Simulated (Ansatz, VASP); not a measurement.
# One calculation of ScTeI4, two programs

```xyz
6
Lattice="4.7314 0.0000 0.0000 -2.3657 4.0975 0.0000 0.0000 0.0000 9.9963" Properties=species:S:1:pos:R:3 pbc="T T T"
Sc    0.0000    0.0000    4.9981
Te    0.0000    0.0000    0.0000
I     0.0000    2.7317    7.4353
I     0.0000    2.7317    2.5610
I     2.3657    1.3658    7.4353
I     2.3657    1.3658    2.5610
```

Change from the starting cell: species swapped into the TiB4Mo type (P6/mmm, No. 191).

Alike in both runs: task single point; functional PBE; k mesh 6 × 6 × 2; occupations gaussian, width 0.1 eV; no spin polarisation.

```csv
,VASP,Ansatz
version,VASP 6.6.1,Ansatz 0.2.0
potentials or method,"VASP PAW PBE potentials, release 64 (Sc_sv, Te, I), cutoff 520 eV","scalar-relativistic, plane waves, PAW"
valence electrons in the cell,45,95
```

Ansatz gave:

```
gap on the k mesh at the Fermi level (eV)                     : none
pressure (GPa)                                                : 11.8
traceless stress, the component that is largest in VASP (GPa) : -16.99
rms of the force components (eV/Å)                            : 0.350
```

Task: What did VASP give for the same quantities?

Result: gap on the k mesh at the Fermi level (eV): none; pressure (GPa): 11.7; traceless stress, the component that is largest in VASP (GPa): -16.91; rms of the force components (eV/Å): 0.348.

Atom by atom the forces differ by 0.002 eV/Å (rms over components). A gap of «none» marks a metal or a gap that the smearing closes. VASP's potentials hold 45 valence electrons a cell and Ansatz's 95, so a difference there can come from the potentials and not from the codes.

Neither program's run includes spin-orbit coupling.
